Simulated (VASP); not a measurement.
Here is a VASP 6.6.1 calculation.

Contents of INCAR:

```
PREC     = Accurate       # precision mode
ENCUT    = 520            # plane-wave cutoff, eV
EDIFF    = 1E-6           # SCF threshold, eV
ISMEAR   = 0              # smearing method
SIGMA    = 0.1            # smearing width, eV
LREAL    = F              # projectors in reciprocal space
LASPH    = T              # aspherical terms in the spheres
NELM     = 100            # most SCF steps
ALGO     = Normal         # electronic algorithm
ISIF     = 2              # what is computed and relaxed
LWAVE    = F              # write WAVECAR
LCHARG   = F              # write CHGCAR
GGA      = PS             # functional
NBANDS   = 18             # bands
```

Contents of KPOINTS:

```
Automatic mesh
0
Gamma
  18 18 18
```

Contents of POSCAR:

```
Si2W
1.0
   -1.5746876146      1.5746876146      3.8565847336
    1.5746876146     -1.5746876146      3.8565847336
    1.5746876146      1.5746876146     -3.8565847336
Si W
2 1
Direct
    0.3338409541      0.3338409541      0.0000000000
    0.6661590459      0.6661590459      0.0000000000
    0.0000000000      0.0000000000      0.0000000000
```

Potentials or basis: VASP PAW PBE potentials, release 64 (Si, W_sv).

Command:

```bash
$ cat potpaw_PBE.64/Si/POTCAR potpaw_PBE.64/W_sv/POTCAR > POTCAR
$ mpirun -np 1 vasp_std > vasp.out
```

Question: What does it give for the band gap on the k mesh?

Answer: Zero (bands 11 and 12 overlap by 1.43 eV).

Question: Predict the largest force.

Answer: 0.011 eV/Å.

Question: Predict the pressure.

Answer: 12.4 GPa.

Forces in eV/Å, atoms in the order of the input:
```
Si   0.000  0.000 -0.011
Si   0.000  0.000  0.011
W    0.000  0.000  0.000
```

Caveat: the cell stands under pressure; the PAW data sets were made with another functional, which shifts forces and pressure a little; spin-orbit coupling is left out, which moves the levels of the heavy elements.
